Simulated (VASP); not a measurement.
# TiC in VASP: further runs

TiC is run at these levels: PBEsol; tasks: single point.

Program: VASP 6.6.1. These are calculated values, not measurements. Logs are shortened: lines on timing, memory, paths and dates and some standing lists are left out, and cuts for length are marked.

## Step 1: The cell of the first run

The cell holds a wire or tube with vacuum around it, 2 atoms: a = 9.000 Å, b = 9.300 Å, c = 3.679 Å, α = 90.00°, β = 90.00°, γ = 90.00°.

## Step 2: Single point, PBEsol, collinear spin

Input file INCAR:

```
PREC = Accurate
ENCUT = 520
EDIFF = 1E-7
ISMEAR = 0
SIGMA = 0.05
LREAL = F
LASPH = T
NELM = 150
ALGO = Normal
ISIF = 2
LWAVE = F
LCHARG = F
ISPIN = 2
MAGMOM = 1.5 0.5
LORBIT = 11
LMAXMIX = 4
GGA = PS
NBANDS = 19
```

Input file KPOINTS:

```
regular mesh
0
Gamma
  1 1 17
```

Input file POSCAR:

```
TiC
1.0
    9.0000000000      0.0000000000      0.0000000000
    0.0000000000      9.3000000000      0.0000000000
    0.0000000000      0.0000000000      3.6791666539
Ti C
1 1
Direct
    0.5000000000      0.5000000000      0.0000000000
    0.5000000000      0.5000000000      0.5000000000
```

Potentials or basis: VASP PAW PBE potentials, release 64 (Ti_sv, C).

Run with:

```bash
cat potpaw_PBE.64/Ti_sv/POTCAR potpaw_PBE.64/C/POTCAR > POTCAR
mpirun -np 1 vasp_std > vasp.out
```

OUTCAR:

```text
PREC = Accurate
   ENCUT = 520
   EDIFF = 1E-7
   ISMEAR = 0
   LREAL = F
   LASPH = T
   NELM = 150
   ISIF = 2
   ISPIN = 2
   LORBIT = 11
   GGA = PS

 ion  position               nearest neighbor table
   1  0.500  0.500  0.000-   2 1.84   2 1.84
   2  0.500  0.500  0.500-   1 1.84   1 1.84

  LATTYP: Found a simple orthorhombic cell.
 ALAT       =     3.6791666539
 B/A-ratio  =     2.4462061240
 C/A-ratio  =     2.5277463281

  Lattice vectors:

 A1 = (   0.0000000000,   0.0000000000,   3.6791666539)
 A2 = (   9.0000000000,   0.0000000000,   0.0000000000)
 A3 = (   0.0000000000,   9.3000000000,   0.0000000000)

Analysis of symmetry for initial positions (statically):
=====================================================================
 Subroutine PRICEL returns:
 Original cell was already a primitive cell.

 Routine SETGRP: Setting up the symmetry group for a
 simple orthorhombic supercell.

 Subroutine GETGRP returns: Found  8 space group operations
 (whereof  8 operations were pure point group operations)
 out of a pool of  8 trial point group operations.

The static configuration has the point symmetry D_2h.

Analysis of symmetry for dynamics (positions and initial velocities):
=====================================================================
 Subroutine PRICEL returns:
 Original cell was already a primitive cell.

 Routine SETGRP: Setting up the symmetry group for a
 simple orthorhombic supercell.

 Subroutine GETGRP returns: Found  8 space group operations
 (whereof  8 operations were pure point group operations)
 out of a pool of  8 trial point group operations.

The dynamic configuration has the point symmetry D_2h.

Analysis of structural, dynamic, and magnetic symmetry:
=====================================================================
 Subroutine PRICEL returns:
 Original cell was already a primitive cell.

 Routine SETGRP: Setting up the symmetry group for a
 simple orthorhombic supercell.

 Subroutine GETGRP returns: Found  8 space group operations
 (whereof  8 operations were pure point group operations)
 out of a pool of  8 trial point group operations.

The overall configuration has the point symmetry D_2h.

 Subroutine INISYM returns: Found  8 space group operations
 (whereof  8 operations are pure point group operations),
 and found     1 'primitive' translations

----------------------------------------------------------------------------------------

                                     Primitive cell

  volume of cell :     307.9462

  direct lattice vectors                    reciprocal lattice vectors
     9.000000000  0.000000000  0.000000000     0.111111111  0.000000000  0.000000000
     0.000000000  9.300000000  0.000000000     0.000000000  0.107526882  0.000000000
     0.000000000  0.000000000  3.679166654     0.000000000  0.000000000  0.271800680

  length of vectors
     9.000000000  9.300000000  3.679166654     0.111111111  0.107526882  0.271800680

  position of ions in fractional coordinates (direct lattice)
     0.500000000  0.500000000  0.000000000
     0.500000000  0.500000000  0.500000000

  ion indices of the primitive-cell ions
   primitive index   ion index
                 1           1
                 2           2

----------------------------------------------------------------------------------------

 KPOINTS: regular mesh

Automatic generation of k-mesh.
 Grid dimensions read from file:
 generate k-points for:    1    1   17

 Generating k-lattice:

  Cartesian coordinates                     Fractional coordinates (reciprocal lattice)
     0.111111111  0.000000000  0.000000000     1.000000000  0.000000000  0.000000000
     0.000000000  0.107526882  0.000000000     0.000000000  1.000000000  0.000000000
     0.000000000  0.000000000  0.015988275     0.000000000  0.000000000  0.058823529

  Length of vectors
     0.111111111  0.107526882  0.015988275

  Shift w.r.t. Gamma in fractional coordinates (k-lattice)
     0.000000000  0.000000000  0.000000000

 Subroutine IBZKPT returns following result:
 ===========================================

 Found      9 irreducible k-points:

 Following reciprocal coordinates:
            Coordinates               Weight
  0.000000  0.000000  0.000000      1.000000
  0.000000  0.000000  0.058824      2.000000
  0.000000  0.000000  0.117647      2.000000
  0.000000  0.000000  0.176471      2.000000
  0.000000  0.000000  0.235294      2.000000
  0.000000  0.000000  0.294118      2.000000
  0.000000  0.000000  0.352941      2.000000
  0.000000  0.000000  0.411765      2.000000
  0.000000  0.000000  0.470588      2.000000
   k-points           NKPTS =      9   k-points in BZ     NKDIM =      9   number of bands    NBANDS=     19
   number of dos      NEDOS =    301   number of ions     NIONS =      2
   total plane-waves  NPLWV = 137200
   dimension x,y,z NGX =    70 NGY =   70 NGZ =   28
   dimension x,y,z NGXF=   140 NGYF=  140 NGZF=   56
   ions per type =               1   1
   NGX,Y,Z   is equivalent  to a cutoff of  12.93, 12.51, 12.65 a.u.
   NGXF,Y,Z  is equivalent  to a cutoff of  25.86, 25.03, 25.30 a.u.
 SYSTEM =  unknown system
   PREC   = accura    normal or accurate (medium, high low for compatibility)
   ISTART =      0    job   : 0-new  1-cont  2-samecut
   ICHARG =      2    charge: 1-file 2-atom 10-const
   ISPIN  =      2    spin polarized calculation?
   LNONCOLLINEAR =      F non collinear calculations
   LSORBIT =      F    spin-orbit coupling
   LASPH  =      T    aspherical Exc in radial PAW
   ENCUT  =  520.0 eV  38.22 Ry    6.18 a.u.  16.73 17.29  6.84*2*pi/ulx,y,z
   NELM   =    150;   NELMIN=  2; NELMDL= -5     # of ELM steps
   EDIFF  = 0.1E-06   stopping-criterion for ELM
   LREAL  =      F    real-space projection
   EDIFFG = 0.1E-05   stopping-criterion for IOM
   NSW    =      0    number of steps for IOM
   IBRION =     -1    ionic relax: 0-MD 1-quasi-New 2-CG
   NFREE  =      0    steps in history (QN), initial steepest desc. (CG)
   ISIF   =      2    stress and relaxation
   ISYM   =      2    0-nonsym 1-usesym 2-fastsym
   POTIM  = 0.5000    time-step for ionic-motion
   TEBEG  =    0.0;   TEEND  =   0.0 temperature during run
   PSTRESS=    0.0 pullay stress
   NELECT =      16.0000    total number of electrons
   NUPDOWN=      -1.0000    fix difference up-down
   EMIN   =  10.00;   EMAX   =-10.00  energy-range for DOS
   EFERMI =   0.00;   METHOD = LEGACY
   ISMEAR =     0;   SIGMA  =   0.05  broadening in eV -4-tet -1-fermi 0-gaus
   EFERMI_NEDOS =   21; number of points for ismear=-14 and -15
   IALGO  =     38    algorithm
   IMIX   =      4    mixing-type and parameters
     AMIX     =   0.40;   BMIX     =  1.00
     AMIX_MAG =   1.60;   BMIX_MAG =  1.00
  volume/ion in A,a.u.               =     153.97      1039.06
  Fermi-wavevector in a.u.,A,eV,Ry     =   0.610881  1.154397  5.077360  0.373175
  Thomas-Fermi vector in A             =   1.666603
   LORBIT       =     11    0 simple, 1 ext, 2 COOP (PROOUT), +10 PAW based schemes
   GGA     = PS    functional components
   LHFCALC =     F    Hartree Fock is set to
   AEXX    =    0.0000 exact exchange contribution
   IVDW    =     0    specifies the selected vdW correction
   LEPSILON=     F    determine dielectric tensor
   LRPA    =     F    only Hartree local field effects (RPA)
 spin polarized calculation
 Gauss-broadening in eV      SIGMA  =   0.05
  energy-cutoff  :      520.00
  volume of cell :      307.95
 maximum number of plane-waves:      8318
 NGX is ok and might be reduce to    70
   NGX = 33   NGY = 35   NGZ = 13

 number of electron      15.9999996 magnetization       0.5882226

 Free energy of the ion-electron system (eV)
  ---------------------------------------------------
  ext. energy  EPLUGINS =         0.00000000
  ---------------------------------------------------
  free energy    TOTEN  =       -12.20883719 eV

  energy without entropy =      -12.20266376  energy(sigma->0) =      -12.20575047

 E-fermi :  -2.8260     XC(G=0):  -2.2932

 val. band max:       -2.8411475956   @ k =   0.0000   0.0000   0.1176
 cond. band min:      -2.8181533706   @ k =   0.0000   0.0000   0.1765
 fundamental gap:      0.0229942250
 Fermi energy:        -2.8259950940

 spin component 1

 k-point     1 :       0.0000    0.0000    0.0000
  band No.  band energies     occupation
      1     -60.1929      1.00000
      2     -36.8603      1.00000
      3     -36.8598      1.00000
      4     -36.2035      1.00000
      5     -12.2974      1.00000
      6      -3.5051      1.00000
[... 11 lines left out ...]
     18       2.7299      0.00000
     19       2.8839      0.00000
[... 155 lines left out ...]
 k-point     9 :       0.0000    0.0000    0.4706
  band No.  band energies     occupation
      1     -60.1927      1.00000
      2     -36.8547      1.00000
      3     -36.8542      1.00000
      4     -36.2344      1.00000
      5     -10.1642      1.00000
      6      -6.6306      1.00000
[... 11 lines left out ...]
     18       3.7665      0.00000
     19       4.3257      0.00000
 Fermi energy:        -2.8259950940

 spin component 2

 k-point     1 :       0.0000    0.0000    0.0000
  band No.  band energies     occupation
      1     -59.7766      1.00000
      2     -36.4075      1.00000
      3     -36.4066      1.00000
      4     -35.8506      1.00000
      5     -12.3102      1.00000
      6      -3.4617      1.00000
[... 11 lines left out ...]
     18       2.8819      0.00000
     19       3.1020      0.00000
[... 155 lines left out ...]
 k-point     9 :       0.0000    0.0000    0.4706
  band No.  band energies     occupation
      1     -59.7762      1.00000
      2     -36.4016      1.00000
      3     -36.4006      1.00000
      4     -35.8837      1.00000
      5     -10.2108      1.00000
      6      -6.4911      1.00000
[... 11 lines left out ...]
     18       3.9398      0.00000
     19       4.4252      0.00000

------------------------ aborting loop because EDIFF is reached ----------------------------------------

  FORCE on cell =-STRESS in cart. coord.  units (eV):
  Direction    XX          YY          ZZ          XY          YZ          ZX
  --------------------------------------------------------------------------------------
  -------------------------------------------------------------------------------------
  Total       -0.0095339     -0.0104251      0.0247229      0.0000000      0.0000000      0.0000000
  in kB       -0.0496030     -0.0542396      0.1286279      0.0000000      0.0000000      0.0000000
  external PRESSURE =       0.0082618 kB  Pullay stress =       0.0000000 kB

 VOLUME and BASIS-vectors are now :
 -----------------------------------------------------------------------------
  energy-cutoff  :      520.00
  volume of cell :      307.95
      direct lattice vectors                 reciprocal lattice vectors
     9.000000000  0.000000000  0.000000000     0.111111111  0.000000000  0.000000000
     0.000000000  9.300000000  0.000000000     0.000000000  0.107526882  0.000000000
     0.000000000  0.000000000  3.679166654     0.000000000  0.000000000  0.271800680

 POSITION                                       TOTAL-FORCE (eV/Angst)
 -----------------------------------------------------------------------------------
      4.50000      4.65000      0.00000         0.000000      0.000000      0.000000
      4.50000      4.65000      1.83958         0.000000      0.000000      0.000000
 -----------------------------------------------------------------------------------
    total drift:                                0.000000      0.000000      0.000000

  FREE ENERGIE OF THE ION-ELECTRON SYSTEM (eV)
  ---------------------------------------------------
  free  energy   TOTEN  =       -12.2088371898 eV

  energy  without entropy=      -12.2026637579  energy(sigma->0) =      -12.20575047

 total charge

# of ion       s       p       d       tot
------------------------------------------
    1        2.164   6.148   2.143  10.455
    2        0.951   1.407   0.000   2.358
--------------------------------------------------
tot          3.115   7.555   2.143  12.813

 magnetization (x)

# of ion       s       p       d       tot
------------------------------------------
    1        0.013   0.002   0.414   0.429
    2       -0.004  -0.035   0.000  -0.039
--------------------------------------------------
tot          0.008  -0.033   0.414   0.390
```

Run time: 1.8 min. Hardware: 1 thread of AMD EPYC 9R45 (Zen 5), shared host; peak memory 0.45 GiB.

What came out:

| Quantity | Value |
| --- | --- |
| Free energy | -12.2088 eV |
| Net moment | 0.59 μB per cell |
| Site moments | Ti +0.43; C -0.04 μB |
| Valence electrons inside the program's atomic spheres | Ti 10.46; C 2.36 |

Levels at points of the mesh, in eV from the Fermi level:
Spin up:
| k point | band 4 | band 5 | band 6 | band 7 | band 8 | band 9 | band 10 | band 11 | band 12 | band 13 |
| --- | --- | --- | --- | --- | --- | --- | --- | --- | --- | --- |
| (0.00, 0.00, 0.00) | -33.38 | -9.47 | -0.68 | -0.68 | -0.13 | -0.04 | 0.24 | 0.72 | 0.72 | 1.55 |
Spin down:
| k point | band 5 | band 6 | band 7 | band 8 | band 9 | band 10 | band 11 | band 12 |
| --- | --- | --- | --- | --- | --- | --- | --- | --- |
| (0.00, 0.00, 0.00) | -9.48 | -0.64 | -0.63 | 0.37 | 0.55 | 0.74 | 0.99 | 0.99 |

Caveat: the PAW data sets were made with another functional, which shifts forces and pressure a little.

## Step 3: Single point, PBEsol, collinear spin

Input file INCAR:

```
SYSTEM = TiC
  PREC = Accurate
  ENCUT = 520
  EDIFF = 1E-6
  ISMEAR = 0
  SIGMA = 0.05
  LREAL = .False.
  LASPH = .True.
  NELM = 150
  ALGO = Normal
  ISIF = 2
  LWAVE = .False.
  LCHARG = .True.
  ISPIN = 2
  MAGMOM = 1.5 0.5
  LORBIT = 11
  LMAXMIX = 4
  GGA = PS
  LELF = .True.
  LVHAR = .True.
  NBANDS = 19
```

Input file KPOINTS:

```
regular mesh
0
Gamma
  1 1 17
  0 0 0
```

Input file POSCAR:

```
TiC
1.0
    9.0000000000      0.0000000000      0.0000000000
    0.0000000000      9.3000000000      0.0000000000
    0.0000000000      0.0000000000      3.6793797245
Ti C
1 1
Direct
    0.5000000000      0.5000000000     -0.0174929317
    0.5000000000      0.5000000000      0.4824929317
```

Potentials or basis: VASP PAW PBE potentials, release 64 (Ti_sv, C).

Run with:

```bash
cat potpaw_PBE.64/Ti_sv/POTCAR potpaw_PBE.64/C/POTCAR > POTCAR
mpirun -np 1 vasp_std > vasp.out
```

Run time: 1.8 min. Hardware: 1 thread of AMD EPYC 9R45 (Zen 5), shared host; peak memory 0.45 GiB.

Results (log left out):

```yaml
Free_energy: -12.2088 eV
Net_moment: 0.59 μB per cell
Site_moments: Ti +0.43; C -0.04 μB
Valence_electrons_inside_the_program's_atomic_spheres: Ti 10.46; C 2.36
```

Levels at points of the mesh, in eV from the Fermi level:
Spin up:
```
           k point  band 6  band 7  band 8  band 9  band 10  band 11
(0.00, 0.00, 0.00)   -0.68   -0.68   -0.13   -0.04     0.24     0.72
```
Spin down:
| k point | band 4 | band 5 | band 6 | band 7 | band 8 | band 9 | band 10 | band 11 | band 12 | band 13 |
| --- | --- | --- | --- | --- | --- | --- | --- | --- | --- | --- |
| (0.00, 0.00, 0.00) | -33.02 | -9.48 | -0.64 | -0.63 | 0.37 | 0.55 | 0.74 | 0.99 | 0.99 | 1.56 |

Caveat: the PAW data sets were made with another functional, which shifts forces and pressure a little.

## Step 4: Single point, PBEsol, collinear spin

This run uses another cell than the first one.

Input file INCAR:

```
SYSTEM = TiC
  ALGO = Normal
  EDIFF = 1E-6
  ENCUT = 520
  GGA = PS
  ISIF = 2
  ISMEAR = 0
  ISPIN = 2
  LASPH = .True.
  LCHARG = .True.
  LELF = .True.
  LMAXMIX = 4
  LORBIT = 11
  LREAL = .False.
  LVHAR = .True.
  LWAVE = .False.
  MAGMOM = 1.5 0.5
  NBANDS = 19
  NELM = 150
  PREC = Accurate
  SIGMA = 0.05
```

Input file KPOINTS:

```
k-points
0
Gamma
  1 1 17
  0 0 0
```

Input file POSCAR:

```
TiC
1.0
    9.0000000000      0.0000000000      0.0000000000
    0.0000000000      9.3000000000      0.0000000000
    0.0000000000      0.0000000000      3.8640201658
Ti C
1 1
Direct
    0.5000000000      0.5000000000      0.0000000000
    0.5000000000      0.5000000000      0.5000000000
```

Run with:

```bash
cat potpaw_PBE.64/Ti_sv/POTCAR potpaw_PBE.64/C/POTCAR > POTCAR
mpirun -np 1 vasp_std > vasp.out
```

It took 2.3 min on 1 thread of AMD EPYC 9R45 (Zen 5), shared host; peak memory 0.47 GiB.

The run converged. Its results:

- Free energy: -12.0462 eV
- Net moment: 0.59 μB per cell
- Site moments: Ti +0.46; C -0.03 μB
- Valence electrons inside the program's atomic spheres: Ti 10.30; C 2.29

Levels at points of the mesh, in eV from the Fermi level:
Spin up:
| k point | band 6 | band 7 | band 8 | band 9 | band 10 | band 11 |
| --- | --- | --- | --- | --- | --- | --- |
| (0.00, 0.00, 0.00) | -0.45 | -0.45 | -0.05 | 0.00 | 0.01 | 0.62 |
Spin down:
```csv
k point,band 6,band 7,band 8,band 9,band 10,band 11
"(0.00, 0.00, 0.00)",-0.44,-0.41,0.44,0.58,0.58,0.93
```

Caveat: the PAW data sets were made with another functional, which shifts forces and pressure a little.
